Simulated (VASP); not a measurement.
# Ir in VASP: notebook

Runs on Ir. Level: LDA. Tasks: single point.

Program: VASP 6.6.1. These are calculated values, not measurements. Logs are shortened: lines on timing, memory, paths and dates and some standing lists are left out, and cuts for length are marked.

### Step 1. The cell of the first run

The cell holds a single atom in a box, 1 atom: a = 14.000 Å, b = 14.400 Å, c = 14.800 Å, α = 90.00°, β = 90.00°, γ = 90.00°.

### Step 2. Single point, LDA, collinear spin

INCAR reads:

```
ALGO     = Normal         # electronic algorithm
EDIFF    = 1E-6           # SCF threshold, eV
ENCUT    = 400            # plane-wave cutoff, eV
GGA_COMPAT= False        
ISIF     = 2              # what is computed and relaxed
ISMEAR   = -1             # smearing method
ISPIN    = 2              # spin polarisation
ISYM     = 0            
LASPH    = True           # aspherical terms in the spheres
LCHARG   = False          # write CHGCAR
LMAXMIX  = 4              # l up to which the mixer works
LORBIT   = 11             # projections on sites
LREAL    = False          # projectors in reciprocal space
LWAVE    = False          # write WAVECAR
MAGMOM   = 1              # initial moments
NBANDS   = 14             # bands
NELM     = 200            # most SCF steps
PREC     = Accurate       # precision mode
SIGMA    = 0.01           # smearing width, eV
```

KPOINTS reads:

```
k-points
0
Gamma
  1 1 1
```

POSCAR reads:

```
Ir
1.0
   14.0000000000      0.0000000000      0.0000000000
    0.0000000000     14.4000000000      0.0000000000
    0.0000000000      0.0000000000     14.8000000000
Ir
1
Direct
    0.5000000000      0.5000000000      0.5000000000
```

Potentials or basis: VASP PAW LDA potentials, release 64 (Ir).

Run with:

```
> cat potpaw_LDA.64/Ir/POTCAR > POTCAR
> mpirun -np 1 vasp_gam > vasp.out
```

OUTCAR:

```text
EDIFF = 1E-6
   ENCUT = 400
   ISIF = 2
   ISMEAR = -1
   ISPIN = 2
   ISYM = 0
   LASPH = True
   LORBIT = 11
   LREAL = False
   NELM = 200
   PREC = Accurate

 ion  position               nearest neighbor table
   1  0.500  0.500  0.500-

IMPORTANT INFORMATION: All symmetrisations will be switched off!
NOSYMM: (Re-)initialisation of all symmetry stuff for point group C_1.

----------------------------------------------------------------------------------------

                                     Primitive cell

  volume of cell :    2983.6800

  direct lattice vectors                    reciprocal lattice vectors
    14.000000000  0.000000000  0.000000000     0.071428571  0.000000000  0.000000000
     0.000000000 14.400000000  0.000000000     0.000000000  0.069444444  0.000000000
     0.000000000  0.000000000 14.800000000     0.000000000  0.000000000  0.067567568

  length of vectors
    14.000000000 14.400000000 14.800000000     0.071428571  0.069444444  0.067567568

  position of ions in fractional coordinates (direct lattice)
     0.500000000  0.500000000  0.500000000

  ion indices of the primitive-cell ions
   primitive index   ion index
                 1           1

----------------------------------------------------------------------------------------

 KPOINTS: k-points

Automatic generation of k-mesh.
 Grid dimensions read from file:
 generate k-points for:    1    1    1

 Generating k-lattice:

  Cartesian coordinates                     Fractional coordinates (reciprocal lattice)
     0.071428571  0.000000000  0.000000000     1.000000000  0.000000000  0.000000000
     0.000000000  0.069444444  0.000000000     0.000000000  1.000000000  0.000000000
     0.000000000  0.000000000  0.067567568     0.000000000  0.000000000  1.000000000

  Length of vectors
     0.071428571  0.069444444  0.067567568

  Shift w.r.t. Gamma in fractional coordinates (k-lattice)
     0.000000000  0.000000000  0.000000000

 Subroutine IBZKPT returns following result:
 ===========================================

 Found      1 irreducible k-points:

 Following reciprocal coordinates:
            Coordinates               Weight
  0.000000  0.000000  0.000000      1.000000
   k-points           NKPTS =      1   k-points in BZ     NKDIM =      1   number of bands    NBANDS=     14
   number of dos      NEDOS =    301   number of ions     NIONS =      1
   total plane-waves  NPLWV = 903168
   dimension x,y,z NGX =    96 NGY =   96 NGZ =   98
   dimension x,y,z NGXF=   192 NGYF=  192 NGZF=  196
   ions per type =               1
   NGX,Y,Z   is equivalent  to a cutoff of  11.40, 11.08, 11.01 a.u.
   NGXF,Y,Z  is equivalent  to a cutoff of  22.80, 22.17, 22.02 a.u.
 SYSTEM =  unknown system
   PREC   = accura    normal or accurate (medium, high low for compatibility)
   ISTART =      0    job   : 0-new  1-cont  2-samecut
   ICHARG =      2    charge: 1-file 2-atom 10-const
   ISPIN  =      2    spin polarized calculation?
   LNONCOLLINEAR =      F non collinear calculations
   LSORBIT =      F    spin-orbit coupling
   LASPH  =      T    aspherical Exc in radial PAW
   ENCUT  =  400.0 eV  29.40 Ry    5.42 a.u.  22.83 23.48 24.14*2*pi/ulx,y,z
   NELM   =    200;   NELMIN=  2; NELMDL= -5     # of ELM steps
   EDIFF  = 0.1E-05   stopping-criterion for ELM
   LREAL  =      F    real-space projection
   EDIFFG = 0.1E-04   stopping-criterion for IOM
   NSW    =      0    number of steps for IOM
   IBRION =     -1    ionic relax: 0-MD 1-quasi-New 2-CG
   NFREE  =      0    steps in history (QN), initial steepest desc. (CG)
   ISIF   =      2    stress and relaxation
   ISYM   =      0    0-nonsym 1-usesym 2-fastsym
   POTIM  = 0.5000    time-step for ionic-motion
   TEBEG  =    0.0;   TEEND  =   0.0 temperature during run
   PSTRESS=    0.0 pullay stress
   NELECT =       9.0000    total number of electrons
   NUPDOWN=      -1.0000    fix difference up-down
   EMIN   =  10.00;   EMAX   =-10.00  energy-range for DOS
   EFERMI =   0.00;   METHOD = LEGACY
   ISMEAR =    -1;   SIGMA  =   0.01  broadening in eV -4-tet -1-fermi 0-gaus
   EFERMI_NEDOS =   21; number of points for ismear=-14 and -15
   IALGO  =     38    algorithm
   IMIX   =      4    mixing-type and parameters
     AMIX     =   0.40;   BMIX     =  1.00
     AMIX_MAG =   1.60;   BMIX_MAG =  1.00
  volume/ion in A,a.u.               =    2983.68     20134.87
  Fermi-wavevector in a.u.,A,eV,Ry     =   0.236540  0.446996  0.761263  0.055951
  Thomas-Fermi vector in A             =   1.037066
   LORBIT       =     11    0 simple, 1 ext, 2 COOP (PROOUT), +10 PAW based schemes
   GGA     = CA    functional components
   LHFCALC =     F    Hartree Fock is set to
   AEXX    =    0.0000 exact exchange contribution
   IVDW    =     0    specifies the selected vdW correction
   LEPSILON=     F    determine dielectric tensor
   LRPA    =     F    only Hartree local field effects (RPA)
 spin polarized calculation
  energy-cutoff  :      400.00
  volume of cell :     2983.68
 maximum number of plane-waves:     27122
 NGX is ok and might be reduce to    90
   NGX = 45   NGY = 47   NGZ = 49

 number of electron       8.9999999 magnetization       3.0009275

 Free energy of the ion-electron system (eV)
  ---------------------------------------------------
  ext. energy  EPLUGINS =         0.00000000
  ---------------------------------------------------
  free energy    TOTEN  =        -1.03732325 eV

  energy without entropy =       -1.02203763  energy(sigma->0) =       -1.02968044

 E-fermi :  -5.3488     XC(G=0):  -0.3463

 val. band max:       -5.3666308950   @ k =   0.0000   0.0000   0.0000
 cond. band min:      -5.3398759691   @ k =   0.0000   0.0000   0.0000
 fundamental gap:      0.0267549259
 Fermi energy:        -5.3488344910

 spin component 1

 k-point     1 :       0.0000    0.0000    0.0000
  band No.  band energies     occupation
      1      -6.9739      1.00000
      2      -6.9686      1.00000
      3      -6.4467      1.00000
      4      -6.4242      1.00000
      5      -6.4016      1.00000
      6      -6.3372      1.00000
      7      -1.2394      0.00000
      8      -1.2320      0.00000
      9      -1.2267      0.00000
     10      -0.0671      0.00000
     11       0.6156      0.00000
     12       0.6648      0.00000
     13       0.7257      0.00000
     14       0.7432      0.00000
 Fermi energy:        -5.3488344910

 spin component 2

 k-point     1 :       0.0000    0.0000    0.0000
  band No.  band energies     occupation
      1      -5.3783      0.95001
      2      -5.3713      0.90444
      3      -5.3666      0.85565
      4      -5.3399      0.28990
      5      -5.1534      0.00000
      6      -5.1514      0.00000
      7      -0.7637      0.00000
      8      -0.7589      0.00000
      9      -0.7565      0.00000
     10      -0.0400      0.00000
     11       0.6265      0.00000
     12       0.6785      0.00000
     13       0.7637      0.00000
     14       0.7796      0.00000

------------------------ aborting loop because EDIFF is reached ----------------------------------------

  FORCE on cell =-STRESS in cart. coord.  units (eV):
  Direction    XX          YY          ZZ          XY          YZ          ZX
  --------------------------------------------------------------------------------------
  -------------------------------------------------------------------------------------
  Total        0.1126565      0.0731031      0.0693712     -0.0004440     -0.0026075     -0.0078502
  in kB        0.0604943      0.0392549      0.0372510     -0.0002384     -0.0014002     -0.0042154
  external PRESSURE =       0.0456667 kB  Pullay stress =       0.0000000 kB

 VOLUME and BASIS-vectors are now :
 -----------------------------------------------------------------------------
  energy-cutoff  :      400.00
  volume of cell :     2983.68
      direct lattice vectors                 reciprocal lattice vectors
    14.000000000  0.000000000  0.000000000     0.071428571  0.000000000  0.000000000
     0.000000000 14.400000000  0.000000000     0.000000000  0.069444444  0.000000000
     0.000000000  0.000000000 14.800000000     0.000000000  0.000000000  0.067567568

 POSITION                                       TOTAL-FORCE (eV/Angst)
 -----------------------------------------------------------------------------------
      7.00000      7.20000      7.40000         0.000002      0.000000     -0.000000
 -----------------------------------------------------------------------------------
    total drift:                                0.000002      0.000000     -0.000000

  FREE ENERGIE OF THE ION-ELECTRON SYSTEM (eV)
  ---------------------------------------------------
  free  energy   TOTEN  =        -1.0373232491 eV

  energy  without entropy=       -1.0220376253  energy(sigma->0) =       -1.02968044

 total charge

# of ion       s       p       d       tot
------------------------------------------
    1        0.623   0.000   6.829   7.452

 magnetization (x)

# of ion       s       p       d       tot
------------------------------------------
    1        0.359  -0.000   2.077   2.435
```

OSZICAR:

```text
N       E                     dE             d eps       ncg     rms          rms(c)
DAV:   1     0.470704841139E+02    0.47070E+02   -0.95108E+02    56   0.234E+02
DAV:   2     0.172114710822E+02   -0.29859E+02   -0.27080E+02   106   0.276E+01
[... 13 lines left out ...]
DAV: 127    -0.103731410924E+01   -0.11663E-04   -0.94734E-06    56   0.157E-02    0.448E-02
DAV: 128    -0.103731484059E+01   -0.73135E-06   -0.14625E-05    80   0.102E-02    0.446E-02
DAV: 129    -0.103731511553E+01   -0.27494E-06   -0.86537E-05    88   0.262E-02    0.415E-02
DAV: 130    -0.103732062570E+01   -0.55102E-05   -0.60609E-05    88   0.226E-02    0.381E-02
DAV: 131    -0.103732241037E+01   -0.17847E-05   -0.97535E-05    56   0.287E-02    0.437E-02
DAV: 132    -0.103732324911E+01   -0.83875E-06   -0.15306E-06    80   0.596E-03
   1 F= -.10373232E+01 E0= -.10296804E+01  d E =-.152856E-01  mag=     3.0009
```

It took 19 min on 1 thread of Intel Xeon Platinum 8259CL at 2.50GHz (Skylake/Cascade Lake), shared host; peak memory 1.2 GiB.

Results:

| Item | Value |
| --- | --- |
| Free energy | -1.0373 eV |
| Pressure | 0.0 GPa |
| Band gap on the k mesh | 0.03 eV |
| Net moment | 3.00 μB per cell |
| Site moments | Ir +2.44 μB |
| Valence electrons inside the program's atomic spheres | Ir 7.45 |

Caveat: spin-orbit coupling is left out, which moves the levels of the heavy elements.

### Step 3. Single point, LDA, collinear spin

INCAR reads:

```
PREC     = Accurate       # precision mode
ENCUT    = 400            # plane-wave cutoff, eV
EDIFF    = 1E-6           # SCF threshold, eV
ISMEAR   = -1             # smearing method
SIGMA    = 0.01           # smearing width, eV
LREAL    = False          # projectors in reciprocal space
LASPH    = True           # aspherical terms in the spheres
NELM     = 200            # most SCF steps
ALGO     = Normal         # electronic algorithm
ISIF     = 2              # what is computed and relaxed
LWAVE    = False          # write WAVECAR
LCHARG   = False          # write CHGCAR
ISPIN    = 2              # spin polarisation
MAGMOM   = 5              # initial moments
LORBIT   = 11             # projections on sites
LMAXMIX  = 4              # l up to which the mixer works
ISYM     = 0            
NBANDS   = 14             # bands
GGA_COMPAT= False
```

KPOINTS reads:

```
Automatic mesh
0
Gamma
  1 1 1
```

POSCAR is that of step 2.

Potentials or basis: VASP PAW LDA potentials, release 64 (Ir).

Run with:

```
> cat potpaw_LDA.64/Ir/POTCAR > POTCAR
> mpirun -np 1 vasp_gam > vasp.out
```

It took 17 min on 1 thread of Intel Xeon Platinum 8259CL at 2.50GHz (Skylake/Cascade Lake), shared host; peak memory 1.2 GiB.

Results (log left out):

| Item | Value |
| --- | --- |
| Free energy | -1.0377 eV |
| Pressure | 0.0 GPa |
| Band gap on the k mesh | 0.02 eV |
| Net moment | 3.00 μB per cell |
| Site moments | Ir +2.44 μB |
| Valence electrons inside the program's atomic spheres | Ir 7.45 |

Levels at points of the mesh, in eV from the valence-band top:
Spin up:
| k point | band 3 | band 4 | band 5 | band 6 | band 7 | band 8 | band 9 | band 10 |
| --- | --- | --- | --- | --- | --- | --- | --- | --- |
| (0.00, 0.00, 0.00) | -1.16 | -1.04 | -1.03 | -0.97 | 4.12 | 4.12 | 4.15 | 5.30 |
Spin down:
| k point | band 1 | band 2 | band 3 | band 4 | band 5 | band 6 | band 7 | band 8 |
| --- | --- | --- | --- | --- | --- | --- | --- | --- |
| (0.00, 0.00, 0.00) | -0.03 | -0.03 | 0.00 | 0.02 | 0.20 | 0.20 | 4.60 | 4.60 |

Caveat: spin-orbit coupling is left out, which moves the levels of the heavy elements.
